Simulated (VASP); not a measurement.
Here is a VASP 6.6.1 calculation.

The input INCAR:

```
PREC     = Accurate       # precision mode
ENCUT    = 520            # plane-wave cutoff, eV
EDIFF    = 1E-6           # SCF threshold, eV
ISMEAR   = 0              # smearing method
SIGMA    = 0.05           # smearing width, eV
LREAL    = False          # projectors in reciprocal space
LASPH    = True           # aspherical terms in the spheres
NELM     = 150            # most SCF steps
ALGO     = Normal         # electronic algorithm
ISIF     = 2              # what is computed and relaxed
LWAVE    = False          # write WAVECAR
LCHARG   = False          # write CHGCAR
ISPIN    = 2              # spin polarisation
MAGMOM   = 0 0 0 3 0 0 0  # initial moments
LORBIT   = 11             # projections on sites
LDIPOL   = True         
IDIPOL   = 3            
DIPOL    = 0.5 0.5 0.351
GGA      = PE             # functional
NBANDS   = 42             # bands
```

File KPOINTS:

```
Automatic mesh
0
Gamma
  8 8 1
```

The input POSCAR:

```
Ga3N4
1.0
    3.2165072845      0.0000000000      0.0000000000
    0.0000000000      3.2165072845      0.0000000000
    0.0000000000      0.0000000000     21.2198072894
N Ga
4 3
Direct
    0.0000000000      0.5000000000      0.1885031257
    0.5000000000      0.0000000000      0.2956866680
    0.0000000000      0.5000000000      0.4029970640
    0.8750000000      0.6250000000      0.5227586674
    0.5000000000      0.5000000000      0.2420948968
    0.0000000000      0.0000000000      0.3470972838
    0.5000000000      0.5000000000      0.4580535137
```

Potentials or basis: VASP PAW PBE potentials, release 64 (N, Ga_d).

Run with:

```sh
$ cat potpaw_PBE.64/N/POTCAR potpaw_PBE.64/Ga_d/POTCAR > POTCAR
$ mpirun -np 1 vasp_std > vasp.out
```

Task: Predict the largest force.

Result: 1.986 eV/Å.

Task: What does it give for the net moment?

Result: 2.29 μB per cell.

Task: Estimate the site moments.

Result: N +0.42, +0.04, +0.08, +1.07; Ga +0.01, -0.04 (each value once) μB.

Forces on the atoms (eV/Å):
```
N    0.011 -0.462  1.368
N    0.066  0.128  0.480
N    0.664 -0.305 -0.591
N    0.190  0.145  0.016
Ga  -0.021  0.272 -1.967
Ga   0.064  0.055  0.170
Ga  -0.974  0.167  0.523
```
